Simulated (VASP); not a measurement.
# W (Pbcm) in VASP: notebook, part 2 of 3

VASP 6.6.1. Earlier steps stand in the parts before.

### Step 4. Single point, PBE

This run uses another cell than the first one, of 16.59 Å³/atom.

The input, INCAR:

```
SYSTEM = W
PREC = Accurate ; ENCUT = 520
EDIFF = 1E-6 ; ISMEAR = -1
SIGMA = 0.05 ; LREAL = .FALSE.
LASPH = .TRUE. ; NELM = 100
ALGO = Fast ; ISIF = 2
LWAVE = .FALSE. ; LCHARG = .FALSE.
GGA = PE ; NBANDS = 36
```

The input, KPOINTS:

```
Automatic mesh
0
G
  7 5 5
  0 0 0
```

The input, POSCAR:

```
W
1.0
    2.6413019877      0.0000000000      0.0000000000
    0.0000000000      5.2355369406      0.0000000000
    0.0000000000      0.0000000000      4.7974043395
W
4
Direct
    0.8066611996      0.9031347661      0.7500000000
    0.1933388004      0.4031347661      0.7500000000
    0.1933388004      0.0968652339      0.2500000000
    0.8066611996      0.5968652339      0.2500000000
```

Potentials or basis: VASP PAW PBE potentials, release 64 (W_sv).

Started as:

```sh
> cat potpaw_PBE.64/W_sv/POTCAR > POTCAR
> mpirun -np 1 vasp_std > vasp.out
```

OUTCAR:

```text
SYSTEM = W
   PREC = Accurate
   ENCUT = 520
   EDIFF = 1E-6
   ISMEAR = -1
   LREAL = .FALSE.
   LASPH = .TRUE.
   NELM = 100
   ISIF = 2
   GGA = PE

 ion  position               nearest neighbor table
   1  0.807  0.903  0.750-   3 2.80   3 2.80   2 2.81   2 2.81   4 2.89   4 2.89   3 3.07   3 3.07
                             2 3.08   2 3.08
   2  0.193  0.403  0.750-   4 2.80   4 2.80   1 2.81   1 2.81   3 2.89   3 2.89   4 3.07   4 3.07
                             1 3.08   1 3.08
   3  0.193  0.097  0.250-   1 2.80   1 2.80   4 2.81   4 2.81   2 2.89   2 2.89   1 3.07   1 3.07
                             4 3.08   4 3.08
   4  0.807  0.597  0.250-   2 2.80   2 2.80   3 2.81   3 2.81   1 2.89   1 2.89   2 3.07   2 3.07
                             3 3.08   3 3.08

  LATTYP: Found a simple orthorhombic cell.
 ALAT       =     2.6413019877
 B/A-ratio  =     1.8163028544
 C/A-ratio  =     1.9821803660

  Lattice vectors:

 A1 = (  -2.6413019877,   0.0000000000,   0.0000000000)
 A2 = (   0.0000000000,   0.0000000000,   4.7974043395)
 A3 = (   0.0000000000,   5.2355369406,   0.0000000000)

Analysis of symmetry for initial positions (statically):
=====================================================================
 Subroutine PRICEL returns:
 Original cell was already a primitive cell.

 Routine SETGRP: Setting up the symmetry group for a
 simple orthorhombic supercell.

 Subroutine GETGRP returns: Found  8 space group operations
 (whereof  2 operations were pure point group operations)
 out of a pool of  8 trial point group operations.

The static configuration has the point symmetry S_2 .
 The point group associated with its full space group is D_2h.

Analysis of symmetry for dynamics (positions and initial velocities):
=====================================================================
 Subroutine PRICEL returns:
 Original cell was already a primitive cell.

 Routine SETGRP: Setting up the symmetry group for a
 simple orthorhombic supercell.

 Subroutine GETGRP returns: Found  8 space group operations
 (whereof  2 operations were pure point group operations)
 out of a pool of  8 trial point group operations.

The dynamic configuration has the point symmetry S_2 .
 The point group associated with its full space group is D_2h.

 Subroutine INISYM returns: Found  8 space group operations
 (whereof  2 operations are pure point group operations),
 and found     1 'primitive' translations

----------------------------------------------------------------------------------------

                                     Primitive cell

  volume of cell :      66.3415

  direct lattice vectors                    reciprocal lattice vectors
     2.641301988  0.000000000  0.000000000     0.378601161  0.000000000  0.000000000
     0.000000000  5.235536941  0.000000000     0.000000000  0.191002377  0.000000000
     0.000000000  0.000000000  4.797404339     0.000000000  0.000000000  0.208446053

  length of vectors
     2.641301988  5.235536941  4.797404339     0.378601161  0.191002377  0.208446053

  position of ions in fractional coordinates (direct lattice)
     0.806661200  0.903134766  0.750000000
     0.193338800  0.403134766  0.750000000
     0.193338800  0.096865234  0.250000000
     0.806661200  0.596865234  0.250000000

  ion indices of the primitive-cell ions
   primitive index   ion index
                 1           1
                 2           2
                 3           3
                 4           4

----------------------------------------------------------------------------------------

 KPOINTS: Automatic mesh

Automatic generation of k-mesh.
 Grid dimensions read from file:
 generate k-points for:    7    5    5

 Generating k-lattice:

  Cartesian coordinates                     Fractional coordinates (reciprocal lattice)
     0.054085880  0.000000000  0.000000000     0.142857143  0.000000000  0.000000000
     0.000000000  0.038200475  0.000000000     0.000000000  0.200000000  0.000000000
     0.000000000  0.000000000  0.041689211     0.000000000  0.000000000  0.200000000

  Length of vectors
     0.054085880  0.038200475  0.041689211

  Shift w.r.t. Gamma in fractional coordinates (k-lattice)
     0.000000000  0.000000000  0.000000000

 Subroutine IBZKPT returns following result:
 ===========================================

 Found     36 irreducible k-points:

 Following reciprocal coordinates:
            Coordinates               Weight
  0.000000  0.000000  0.000000      1.000000
  0.142857  0.000000  0.000000      2.000000
  0.285714  0.000000  0.000000      2.000000
  0.428571  0.000000  0.000000      2.000000
  0.000000  0.200000  0.000000      2.000000
  0.142857  0.200000  0.000000      4.000000
[... 16 lines left out ...]
  0.285714  0.400000  0.200000      8.000000
  0.428571  0.400000  0.200000      8.000000
 [... further k-points ...]
   k-points           NKPTS =     36   k-points in BZ     NKDIM =     36   number of bands    NBANDS=     36
   number of dos      NEDOS =    301   number of ions     NIONS =      4
   total plane-waves  NPLWV =  28800
   dimension x,y,z NGX =    20 NGY =   40 NGZ =   36
   dimension x,y,z NGXF=    40 NGYF=   80 NGZF=   72
   ions per type =               4
   NGX,Y,Z   is equivalent  to a cutoff of  12.59, 12.70, 12.48 a.u.
   NGXF,Y,Z  is equivalent  to a cutoff of  25.18, 25.40, 24.95 a.u.
 SYSTEM =  W
   PREC   = accura    normal or accurate (medium, high low for compatibility)
   ISTART =      0    job   : 0-new  1-cont  2-samecut
   ICHARG =      2    charge: 1-file 2-atom 10-const
   ISPIN  =      1    spin polarized calculation?
   LNONCOLLINEAR =      F non collinear calculations
   LSORBIT =      F    spin-orbit coupling
   LASPH  =      T    aspherical Exc in radial PAW
   ENCUT  =  520.0 eV  38.22 Ry    6.18 a.u.   4.91  9.73  8.92*2*pi/ulx,y,z
   NELM   =    100;   NELMIN=  2; NELMDL= -5     # of ELM steps
   EDIFF  = 0.1E-05   stopping-criterion for ELM
   LREAL  =      F    real-space projection
[... 7 lines left out ...]
   TEBEG  =    0.0;   TEEND  =   0.0 temperature during run
   PSTRESS=    0.0 pullay stress
   NELECT =      56.0000    total number of electrons
   NUPDOWN=      -1.0000    fix difference up-down
   EMIN   =  10.00;   EMAX   =-10.00  energy-range for DOS
   EFERMI =   0.00;   METHOD = LEGACY
   ISMEAR =    -1;   SIGMA  =   0.05  broadening in eV -4-tet -1-fermi 0-gaus
   EFERMI_NEDOS =   21; number of points for ismear=-14 and -15
   IALGO  =     68    algorithm
   IMIX   =      4    mixing-type and parameters
     AMIX     =   0.40;   BMIX     =  1.00
     AMIX_MAG =   1.60;   BMIX_MAG =  1.00
  volume/ion in A,a.u.               =      16.59       111.92
  Fermi-wavevector in a.u.,A,eV,Ry     =   1.547185  2.923756 32.569382  2.393782
  Thomas-Fermi vector in A             =   2.652315
   LORBIT       =      0    0 simple, 1 ext, 2 COOP (PROOUT), +10 PAW based schemes
   GGA     = PE    functional components
   LHFCALC =     F    Hartree Fock is set to
   AEXX    =    0.0000 exact exchange contribution
   IVDW    =     0    specifies the selected vdW correction
   LEPSILON=     F    determine dielectric tensor
   LRPA    =     F    only Hartree local field effects (RPA)
 non-spin polarized calculation
 RMM-DIIS sequential band-by-band and
  energy-cutoff  :      520.00
  volume of cell :       66.34
 maximum number of plane-waves:      1812
 NGX is ok and might be reduce to    20
   NGX =  9   NGY = 19   NGZ = 17

 number of electron      55.9999993 magnetization

 Free energy of the ion-electron system (eV)
  ---------------------------------------------------
  ext. energy  EPLUGINS =         0.00000000
  ---------------------------------------------------
  free energy    TOTEN  =       -50.18093126 eV

  energy without entropy =      -50.15699605  energy(sigma->0) =      -50.16896366

 E-fermi :  10.6242     XC(G=0): -13.3564

 val. band max:       10.6213448276   @ k =   0.0000   0.2000   0.0000
 cond. band min:      10.6444589365   @ k =   0.1429   0.4000   0.0000
 fundamental gap:      0.0231141088
 Fermi energy:        10.6241743230

 k-point     1 :       0.0000    0.0000    0.0000
  band No.  band energies     occupation
      1     -63.3616      2.00000
      2     -63.2753      2.00000
      3     -63.2723      2.00000
      4     -63.2477      2.00000
      5     -28.0803      2.00000
      6     -27.9646      2.00000
[... 28 lines left out ...]
     35      14.5028      0.00000
     36      14.7248      0.00000
[... 866 lines left out ...]
      6     -28.1696      2.00000
[... 28 lines left out ...]
     35      15.1392      0.00000
     36      15.6337      0.00000

 [... further k-points ...]
[... 5 lines left out ...]
  --------------------------------------------------------------------------------------
  -------------------------------------------------------------------------------------
  Total        0.3122350      0.1521317      0.1473282      0.0000000      0.0000000     -0.0000000
  in kB        7.5406109      3.6740460      3.5580391      0.0000000      0.0000000     -0.0000000
  external PRESSURE =       4.9242320 kB  Pullay stress =       0.0000000 kB

 VOLUME and BASIS-vectors are now :
 -----------------------------------------------------------------------------
  energy-cutoff  :      520.00
  volume of cell :       66.34
      direct lattice vectors                 reciprocal lattice vectors
     2.641301988  0.000000000  0.000000000     0.378601161  0.000000000  0.000000000
     0.000000000  5.235536941  0.000000000     0.000000000  0.191002377  0.000000000
     0.000000000  0.000000000  4.797404339     0.000000000  0.000000000  0.208446053

 POSITION                                       TOTAL-FORCE (eV/Angst)
 -----------------------------------------------------------------------------------
      2.13064      4.72840      3.59805        -0.006225      0.000041     -0.000000
      0.51067      2.11063      3.59805         0.006225      0.000041     -0.000000
      0.51067      0.50714      1.19935         0.006225     -0.000041      0.000000
      2.13064      3.12491      1.19935        -0.006225     -0.000041     -0.000000
 -----------------------------------------------------------------------------------
    total drift:                                0.000000      0.000000     -0.000000

  FREE ENERGIE OF THE ION-ELECTRON SYSTEM (eV)
  ---------------------------------------------------
  free  energy   TOTEN  =       -50.1809312635 eV

  energy  without entropy=      -50.1569960539  energy(sigma->0) =      -50.16896366
```

It took 50 s on 1 thread of Intel Xeon Platinum 8488C (Sapphire Rapids), shared host; peak memory 0.2 GiB.

What came out:

```
Free energy            : -50.1809 eV
Pressure               : 0.5 GPa
Largest force          : 0.006 eV/Å
Band gap on the k mesh : zero (bands 28 and 29 overlap by 0.83 eV)
```

Forces on the atoms (eV/Å):
```
W   -0.006  0.000  0.000
W    0.006  0.000  0.000
W    0.006  0.000  0.000
W   -0.006  0.000  0.000
```

Caveat: spin-orbit coupling is left out, which moves the levels of the heavy elements.

(Continued in part 3 of 3.)

The gap in the log of VASP goes by the Fermi energy; the results here count the filled bands.